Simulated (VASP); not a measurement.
**BaTiO3: single point with r2SCAN**

BaTiO3:

```xyz
5
Lattice="3.6745 0.0000 0.0000 0.0000 3.6745 0.0000 0.0000 0.0000 4.3136" Properties=species:S:1:pos:R:3 pbc="T T T"
Ba    0.0000    0.0000    0.0000
Ti    1.8372    1.8372    2.1568
O     1.8372    1.8372    0.0000
O     1.8372    0.0000    2.1568
O     0.0000    1.8372    2.1568
```

This cell differs from its parent crystal: strain -0.080 along x and y, +0.080 along z.

```
Program             : VASP 6.6.1
Task                : single point
Functional          : r2SCAN
Potentials or basis : VASP PAW PBE potentials, release 64 (Ba_sv, Ti_sv, O)
Cutoff              : 520 eV
k mesh              : 8 × 8 × 8
Occupations         : gaussian, width 0.05 eV
Spin                : no spin polarisation
```

The pressure is 31.0 GPa. The band gap on the k mesh is 2.00 eV, indirect (least direct gap 2.19 eV).

Stress tensor (GPa, compression positive):
```
46.61  0.00  0.00
 0.00 46.61  0.00
 0.00  0.00 -0.12
```

Levels at points of the mesh, in eV from the valence-band top:
```tsv
k point	band 17	band 18	band 19	band 20	band 21	band 22	band 23	band 24
(0.00, 0.00, 0.00)	-1.16	-0.58	-0.19	-0.19	2.00	2.00	2.31	3.81
(0.50, 0.00, 0.00)	-2.68	-2.15	-1.20	-0.98	2.27	4.09	4.70	4.76
(0.50, 0.50, 0.00)	-2.02	-0.10	-0.10	-0.04	4.67	4.72	4.72	5.39
(0.00, 0.00, 0.50)	-1.06	-1.06	-0.83	-0.83	2.39	3.23	3.23	5.47
(0.50, 0.00, 0.50)	-1.84	-1.76	-1.67	-0.94	3.27	4.73	4.77	5.99
(0.50, 0.50, 0.50)	-2.79	0.00	0.00	0.00	4.99	4.99	5.63	6.82
```

It took 3.1 min on 1 thread of Intel(R) Xeon(R) 6975P-C (Granite Rapids), with other jobs on the host, peak memory 0.26 GiB.

Caveat: the cell differs from its parent crystal (strain -0.080 along x and y, +0.080 along z); the PAW data sets were made with another functional, which shifts forces and pressure a little; spin-orbit coupling is left out, which moves the levels of the heavy elements. A k mesh can miss the band edges.
